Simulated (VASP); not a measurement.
# TaN (P-6m2) in VASP: single point with PBE+U

Aim: the single point of TaN with PBE+U.

Everything below comes from runs of VASP 6.6.1. Logs are shortened: lines on timing, memory, paths and dates and some standing lists are left out, and cuts for length are marked.

### Step 1. The cell of the first run

Symmetry: P-6m2, No. 187, hexagonal system. Conventional cell: a = 2.959 Å, b = 2.959 Å, c = 2.889 Å, α = 90.00°, β = 90.00°, γ = 120.00°. Within 3.0 Å of N (site symmetry -6m2) lie 6 Ta at 2.24 Å and 8 N at 2.89 to 2.96 Å. Ta (site symmetry -6m2) has 6 N at 2.24 Å and 8 Ta at 2.89 to 2.96 Å within 3.0 Å.

### Step 2. Single point, PBE+U

Input file INCAR:

```
SYSTEM = TaN
PREC = Accurate
ENCUT = 700
EDIFF = 1E-6
ISMEAR = 0
SIGMA = 0.059
LREAL = .FALSE.
LASPH = .TRUE.
NELM = 200
ALGO = Normal
ISIF = 2
LWAVE = .FALSE.
LCHARG = .FALSE.
LMAXMIX = 4
LDAU = .TRUE.
LDAUTYPE = 2
LDAUL = -1 2
LDAUU = 0 5.94
LDAUJ = 0 0
LDAUPRINT = 1
GGA = PE
NBANDS = 16
GGA_COMPAT = .FALSE.
```

Input file KPOINTS:

```
Automatic mesh
0
G
  10 10 9
  0 0 0
```

Input file POSCAR:

```
TaN
1.0
    1.4796546499      2.5628370312      0.0000000000
   -1.4796546499      2.5628370312      0.0000000000
    0.0000000000      0.0000000000      2.8894569500
N Ta
1 1
Direct
    0.0000000000      0.0000000000      0.0000000000
    0.3333333333      0.3333333333      0.5000000000
```

Potentials or basis: VASP PAW PBE potentials, release 64 (N, Ta_sv_GW).

Command:

```sh
cat potpaw_PBE.64/N/POTCAR potpaw_PBE.64/Ta_sv_GW/POTCAR > POTCAR
mpirun -np 1 vasp_std > vasp.out
```

OUTCAR:

```text
SYSTEM = TaN
   PREC = Accurate
   ENCUT = 700
   EDIFF = 1E-6
   ISMEAR = 0
   LREAL = .FALSE.
   LASPH = .TRUE.
   NELM = 200
   ISIF = 2
   GGA = PE

 ion  position               nearest neighbor table
   1  0.000  0.000  0.000-   2 2.24   2 2.24   2 2.24   2 2.24   2 2.24   2 2.24
   2  0.333  0.333  0.500-   1 2.24   1 2.24   1 2.24   1 2.24   1 2.24   1 2.24

  LATTYP: Found a hexagonal cell.
 ALAT       =     2.9593092997
 C/A-ratio  =     0.9763957253

  Lattice vectors:

 A1 = (   1.4796546499,  -2.5628370312,   0.0000000000)
 A2 = (   1.4796546499,   2.5628370312,   0.0000000000)
 A3 = (   0.0000000000,   0.0000000000,   2.8894569500)

Analysis of symmetry for initial positions (statically):
=====================================================================
 Subroutine PRICEL returns:
 Original cell was already a primitive cell.

 Routine SETGRP: Setting up the symmetry group for a
 hexagonal supercell.

 Subroutine GETGRP returns: Found 12 space group operations
 (whereof 12 operations were pure point group operations)
 out of a pool of 24 trial point group operations.

The static configuration has the point symmetry D_3h.

Analysis of symmetry for dynamics (positions and initial velocities):
=====================================================================
 Subroutine PRICEL returns:
 Original cell was already a primitive cell.

 Routine SETGRP: Setting up the symmetry group for a
 hexagonal supercell.

 Subroutine GETGRP returns: Found 12 space group operations
 (whereof 12 operations were pure point group operations)
 out of a pool of 24 trial point group operations.

The dynamic configuration has the point symmetry D_3h.

 Subroutine INISYM returns: Found 12 space group operations
 (whereof 12 operations are pure point group operations),
 and found     1 'primitive' translations

----------------------------------------------------------------------------------------

                                     Primitive cell

  volume of cell :      21.9143

  direct lattice vectors                    reciprocal lattice vectors
     1.479654650  2.562837031  0.000000000     0.337916689  0.195096291  0.000000000
    -1.479654650  2.562837031  0.000000000    -0.337916689  0.195096291  0.000000000
     0.000000000  0.000000000  2.889456950     0.000000000  0.000000000  0.346085793

  length of vectors
     2.959309300  2.959309300  2.889456950     0.390192583  0.390192583  0.346085793

  position of ions in fractional coordinates (direct lattice)
     0.000000000  0.000000000  0.000000000
     0.333333333  0.333333333  0.500000000

  ion indices of the primitive-cell ions
   primitive index   ion index
                 1           1
                 2           2

----------------------------------------------------------------------------------------

 KPOINTS: Automatic mesh

Automatic generation of k-mesh.
 Grid dimensions read from file:
 generate k-points for:   10   10    9

 Generating k-lattice:

  Cartesian coordinates                     Fractional coordinates (reciprocal lattice)
     0.033791669  0.019509629  0.000000000     0.100000000 -0.000000000  0.000000000
    -0.033791669  0.019509629  0.000000000    -0.000000000  0.100000000  0.000000000
     0.000000000  0.000000000  0.038453977     0.000000000  0.000000000  0.111111111

  Length of vectors
     0.039019258  0.039019258  0.038453977

  Shift w.r.t. Gamma in fractional coordinates (k-lattice)
     0.000000000  0.000000000  0.000000000

 Subroutine IBZKPT returns following result:
 ===========================================

 Found     70 irreducible k-points:

 Following reciprocal coordinates:
            Coordinates               Weight
  0.000000  0.000000  0.000000      1.000000
  0.100000 -0.000000  0.000000      6.000000
  0.200000 -0.000000  0.000000      6.000000
  0.300000 -0.000000  0.000000      6.000000
  0.400000 -0.000000  0.000000      6.000000
  0.500000 -0.000000  0.000000      3.000000
[... 16 lines left out ...]
  0.400000  0.100000  0.111111     24.000000
  0.500000  0.100000  0.111111     24.000000
 [... further k-points ...]
   k-points           NKPTS =     70   k-points in BZ     NKDIM =     70   number of bands    NBANDS=     16
   number of dos      NEDOS =    301   number of ions     NIONS =      2
   total plane-waves  NPLWV =  21952
   dimension x,y,z NGX =    28 NGY =   28 NGZ =   28
   dimension x,y,z NGXF=    56 NGYF=   56 NGZF=   56
   ions per type =               1   1
   NGX,Y,Z   is equivalent  to a cutoff of  15.73, 15.73, 16.11 a.u.
   NGXF,Y,Z  is equivalent  to a cutoff of  31.46, 31.46, 32.22 a.u.
 SYSTEM =  TaN
   PREC   = accura    normal or accurate (medium, high low for compatibility)
   ISTART =      0    job   : 0-new  1-cont  2-samecut
   ICHARG =      2    charge: 1-file 2-atom 10-const
   ISPIN  =      1    spin polarized calculation?
   LNONCOLLINEAR =      F non collinear calculations
   LSORBIT =      F    spin-orbit coupling
   LASPH  =      T    aspherical Exc in radial PAW
   ENCUT  =  700.0 eV  51.45 Ry    7.17 a.u.   6.38  6.38  6.23*2*pi/ulx,y,z
   NELM   =    200;   NELMIN=  2; NELMDL= -5     # of ELM steps
   EDIFF  = 0.1E-05   stopping-criterion for ELM
   LREAL  =      F    real-space projection
   EDIFFG = 0.1E-04   stopping-criterion for IOM
   NSW    =      0    number of steps for IOM
   IBRION =     -1    ionic relax: 0-MD 1-quasi-New 2-CG
   NFREE  =      0    steps in history (QN), initial steepest desc. (CG)
   ISIF   =      2    stress and relaxation
   ISYM   =      2    0-nonsym 1-usesym 2-fastsym
   POTIM  = 0.5000    time-step for ionic-motion
   TEBEG  =    0.0;   TEEND  =   0.0 temperature during run
   PSTRESS=    0.0 pullay stress
   NELECT =      18.0000    total number of electrons
   NUPDOWN=      -1.0000    fix difference up-down
   EMIN   =  10.00;   EMAX   =-10.00  energy-range for DOS
   EFERMI =   0.00;   METHOD = LEGACY
   ISMEAR =     0;   SIGMA  =   0.06  broadening in eV -4-tet -1-fermi 0-gaus
   EFERMI_NEDOS =   21; number of points for ismear=-14 and -15
   IALGO  =     38    algorithm
   IMIX   =      4    mixing-type and parameters
     AMIX     =   0.40;   BMIX     =  1.00
     AMIX_MAG =   1.60;   BMIX_MAG =  1.00
  volume/ion in A,a.u.               =      10.96        73.94
  Fermi-wavevector in a.u.,A,eV,Ry     =   1.533168  2.897268 31.981920  2.350605
  Thomas-Fermi vector in A             =   2.640273
   LORBIT       =      0    0 simple, 1 ext, 2 COOP (PROOUT), +10 PAW based schemes
 LDA+U is selected, type is set to LDAUTYPE =  2
   angular momentum for each species LDAUL =    -1    2
   U (eV)           for each species LDAUU =   0.0  5.9
   J (eV)           for each species LDAUJ =   0.0  0.0
   GGA     = PE    functional components
   LHFCALC =     F    Hartree Fock is set to
   AEXX    =    0.0000 exact exchange contribution
   IVDW    =     0    specifies the selected vdW correction
   LEPSILON=     F    determine dielectric tensor
   LRPA    =     F    only Hartree local field effects (RPA)
 non-spin polarized calculation
 Gauss-broadening in eV      SIGMA  =   0.06
  energy-cutoff  :      700.00
  volume of cell :       21.91
 maximum number of plane-waves:       936
 NGX is ok and might be reduce to    28
   NGX = 13   NGY = 13   NGZ = 13

atom =   2  type =  2  l = 2

 onsite density matrix

spin component  1

  0.2374  0.0000 -0.0000 -0.0000 -0.0000
  0.0000  0.1552 -0.0000  0.0000 -0.0000
 -0.0000 -0.0000  0.2958 -0.0000 -0.0000
 -0.0000  0.0000 -0.0000  0.1552 -0.0000
 -0.0000 -0.0000 -0.0000 -0.0000  0.2374

spin component  2

  0.2374  0.0000 -0.0000 -0.0000 -0.0000
  0.0000  0.1552 -0.0000  0.0000 -0.0000
 -0.0000 -0.0000  0.2958 -0.0000 -0.0000
 -0.0000  0.0000 -0.0000  0.1552 -0.0000
 -0.0000 -0.0000 -0.0000 -0.0000  0.2374

 occupancies and eigenvectors

  o =  0.1552  v =  0.0000  1.0000 -0.0000  0.0000  0.0000  0.0000  0.0000  0.0000  0.0000  0.0000      0.0000  0.0000  0.0000  0.0000  0.0000  0.0000  0.0000  0.0000  0.0000  0.0000
  o =  0.1552  v =  0.0000  0.0000  0.0000  0.0000  0.0000  0.0000  1.0000 -0.0000  0.0000  0.0000      0.0000  0.0000  0.0000  0.0000  0.0000  0.0000  0.0000  0.0000  0.0000  0.0000
  o =  0.1552  v =  0.0000 -0.0000  0.0000  1.0000  0.0000  0.0000  0.0000  0.0000  0.0000  0.0000      0.0000  0.0000  0.0000  0.0000  0.0000  0.0000  0.0000  0.0000  0.0000  0.0000
  o =  0.1552  v =  0.0000  0.0000  0.0000  0.0000  0.0000  0.0000 -0.0000  0.0000  1.0000  0.0000      0.0000  0.0000  0.0000  0.0000  0.0000  0.0000  0.0000  0.0000  0.0000  0.0000
  o =  0.2374  v =  1.0000  0.0000  0.0000  0.0000  0.0000  0.0000  0.0000  0.0000  0.0000  0.0000      0.0000  0.0000  0.0000  0.0000  0.0000  0.0000  0.0000  0.0000  0.0000  0.0000
  o =  0.2374  v =  0.0000  0.0000  0.0000  0.0000  0.0000  1.0000  0.0000  0.0000  0.0000  0.0000      0.0000  0.0000  0.0000  0.0000  0.0000  0.0000  0.0000  0.0000  0.0000  0.0000
  o =  0.2374  v =  0.0000  0.0000  0.0000  0.0000  0.0000  0.0000  0.0000 -0.0000  0.0000 -1.0000      0.0000  0.0000  0.0000  0.0000  0.0000  0.0000  0.0000  0.0000  0.0000  0.0000
  o =  0.2374  v =  0.0000  0.0000 -0.0000  0.0000 -1.0000  0.0000  0.0000  0.0000  0.0000  0.0000      0.0000  0.0000  0.0000  0.0000  0.0000  0.0000  0.0000  0.0000  0.0000  0.0000
  o =  0.2958  v =  0.0000  0.0000  0.0000  0.0000  0.0000  0.0000  0.0000  1.0000 -0.0000 -0.0000      0.0000  0.0000  0.0000  0.0000  0.0000  0.0000  0.0000  0.0000  0.0000  0.0000
  o =  0.2958  v =  0.0000  0.0000  1.0000 -0.0000 -0.0000  0.0000  0.0000  0.0000  0.0000  0.0000      0.0000  0.0000  0.0000  0.0000  0.0000  0.0000  0.0000  0.0000  0.0000  0.0000

 number of electron      17.9999999 magnetization

 Free energy of the ion-electron system (eV)
  ---------------------------------------------------
  ext. energy  EPLUGINS =         0.00000000
  ---------------------------------------------------
  free energy    TOTEN  =       -19.81481708 eV

  energy without entropy =      -19.81481673  energy(sigma->0) =      -19.81481690

 E-fermi :  13.3243     XC(G=0): -13.6005

 val. band max:       13.1705312590   @ k =   0.0000   0.0000   0.4444
 cond. band min:      13.4899380190   @ k =   0.1000  -0.0000   0.4444
 fundamental gap:      0.3194067599
 Fermi energy:        13.3242884099

 k-point     1 :       0.0000    0.0000    0.0000
  band No.  band energies     occupation
      1     -56.8823      2.00000
      2     -23.0992      2.00000
      3     -22.8814      2.00000
      4     -22.8814      2.00000
      5      -5.1343      2.00000
      6       8.3373      2.00000
[... 8 lines left out ...]
     15      25.0943      0.00000
     16      28.3113      0.00000

 k-point     2 :       0.1000   -0.0000    0.0000
  band No.  band energies     occupation
      1     -56.8760      2.00000
      2     -23.0873      2.00000
      3     -22.9762      2.00000
      4     -22.9019      2.00000
      5      -4.9337      2.00000
      6       7.7101      2.00000
[... 8 lines left out ...]
     15      25.1587      0.00000
     16      28.7060      0.00000

 k-point     3 :       0.2000   -0.0000    0.0000
  band No.  band energies     occupation
      1     -56.8593      2.00000
      2     -23.2179      2.00000
      3     -23.0561      2.00000
      4     -22.9553      2.00000
      5      -4.3958      2.00000
      6       6.5104      2.00000
[... 8 lines left out ...]
     15      25.2776      0.00000
     16      29.3517      0.00000

 k-point     4 :       0.3000   -0.0000    0.0000
  band No.  band energies     occupation
      1     -56.8384      2.00000
      2     -23.5045      2.00000
      3     -23.0206      2.00000
      4     -23.0172      2.00000
      5      -3.6931      2.00000
      6       5.3841      2.00000
[... 8 lines left out ...]
     15      25.6252      0.00000
     16      28.9346      0.00000
[... 324 lines left out ...]
 k-point    22 :       0.3000    0.1000    0.1111
  band No.  band energies     occupation
      1     -56.8403      2.00000
      2     -23.3721      2.00000
      3     -23.1285      2.00000
      4     -23.0120      2.00000
      5      -3.7990      2.00000
      6       5.9850      2.00000
[... 8 lines left out ...]
     15      25.1037      0.00000
     16      29.1784      0.00000

 k-point    23 :       0.4000    0.1000    0.1111
  band No.  band energies     occupation
      1     -56.8215      2.00000
      2     -23.6060      2.00000
      3     -23.0917      2.00000
      4     -23.0862      2.00000
      5      -3.2016      2.00000
      6       5.1171      2.00000
[... 8 lines left out ...]
     15      25.3005      0.00000
     16      27.8239      0.00000

 k-point    24 :       0.5000    0.1000    0.1111
  band No.  band energies     occupation
      1     -56.8099      2.00000
      2     -23.7469      2.00000
      3     -23.1338      2.00000
      4     -23.0664      2.00000
      5      -2.8085      2.00000
      6       4.6197      2.00000
[... 8 lines left out ...]
     15      23.9804      0.00000
     16      27.9716      0.00000

 [... further k-points ...]
[... 5 lines left out ...]
  --------------------------------------------------------------------------------------
  -------------------------------------------------------------------------------------
  Total        2.2401062      2.2401062      3.0659230     -0.0000000      0.0000000     -0.0000000
  in kB      163.7765097    163.7765097    224.1528408     -0.0000000      0.0000000     -0.0000000
  external PRESSURE =     183.9019534 kB  Pullay stress =       0.0000000 kB

 VOLUME and BASIS-vectors are now :
 -----------------------------------------------------------------------------
  energy-cutoff  :      700.00
  volume of cell :       21.91
      direct lattice vectors                 reciprocal lattice vectors
     1.479654650  2.562837031  0.000000000     0.337916689  0.195096291  0.000000000
    -1.479654650  2.562837031  0.000000000    -0.337916689  0.195096291  0.000000000
     0.000000000  0.000000000  2.889456950     0.000000000  0.000000000  0.346085793

 POSITION                                       TOTAL-FORCE (eV/Angst)
 -----------------------------------------------------------------------------------
      0.00000      0.00000      0.00000         0.000000     -0.000000      0.000000
      0.00000      1.70856      1.44473        -0.000000      0.000000      0.000000
 -----------------------------------------------------------------------------------
    total drift:                               -0.000000      0.000001     -0.000000

  FREE ENERGIE OF THE ION-ELECTRON SYSTEM (eV)
  ---------------------------------------------------
  free  energy   TOTEN  =       -19.8148170762 eV

  energy  without entropy=      -19.8148167315  energy(sigma->0) =      -19.81481690
```

Run time: 23 s. Hardware: 1 thread of AMD EPYC 9R45 (Zen 5), shared host; peak memory 0.17 GiB.

What came out:

- Free energy: -19.8148 eV
- Pressure: 18.4 GPa
- Band gap on the k mesh: zero (bands 9 and 10 overlap by 0.34 eV)

Levels at points of the mesh, in eV from the Fermi level:
| k point | band 7 | band 8 | band 9 | band 10 | band 11 | band 12 |
| --- | --- | --- | --- | --- | --- | --- |
| (0.00, 0.00, 0.00) | -4.99 | -4.61 | -3.63 | 1.08 | 3.20 | 3.20 |
| (0.50, 0.00, 0.00) | -5.40 | -3.89 | -3.79 | 3.39 | 3.55 | 5.03 |

Eigenvalues of the final occupation matrices:
| site | spin | trace | eigenvalues |
| --- | --- | --- | --- |
| site 2 d | 1 | 1.08 | 0.16 0.16 0.24 0.24 0.30 |
| site 2 d | 2 | 1.08 | 0.16 0.16 0.24 0.24 0.30 |

Caveat: the stress differs along the axes, from 16 to 22 GPa; spin-orbit coupling is left out, which moves the levels of the heavy elements; U without spin polarisation on a metal has little footing.

The gap in the log of VASP goes by the Fermi energy; the results here count the filled bands.